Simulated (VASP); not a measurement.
BP, 2 atoms in the cell. Symmetry: F-43m, No. 216, cubic system. The conventional cell has a = 4.538 Å, b = 4.538 Å, c = 4.538 Å, α = 90.00°, β = 90.00°, γ = 90.00°. Within 2.6 Å of B (site symmetry -43m) lie 4 P at 1.97 Å. P (site symmetry -43m) has 4 B at 1.97 Å within 2.6 Å. 

```yaml
Program: VASP 6.6.1
Task: G0W0 quasiparticle levels
Functional: PBE
Potentials_or_basis: VASP PAW PBE potentials, release 64 (B_GW, P_GW)
Cutoff: 500 eV
k_mesh: 2 × 2 × 2
Occupations: gaussian, width 0.01 eV
Spin: no spin polarisation
Dipole_correction: no
GW_scheme: G0W0
GW_iterations: 1
Cutoff_of_the_response_function: 200
Frequency_points: 48
Empty_bands: 453
Further_INCAR_settings: ALGO = EVGW0; EDIFF = 1e-08; NBANDS = 457
```

Potentials or basis: VASP PAW PBE potentials, release 64 (B_GW, P_GW).

Run with:

```bash
$ cat potpaw_PBE.64/B_GW/POTCAR potpaw_PBE.64/P_GW/POTCAR > POTCAR
$ cp INCAR.step1 INCAR
$ mpirun -np 1 vasp_std > vasp.out
$ cp INCAR.step2 INCAR
$ mpirun -np 1 vasp_std > vasp.out
$ cp INCAR.step3 INCAR
$ mpirun -np 1 vasp_std > vasp.out
```

Hardware: 1 thread of Intel Xeon 8259CL, with other jobs on the host.

Question: How long does it take, and how much memory?

Answer: Run time: 34 s on 1 thread of Intel Xeon 8259CL (shared host), peak memory 0.2 GiB. Counts: k points 3.
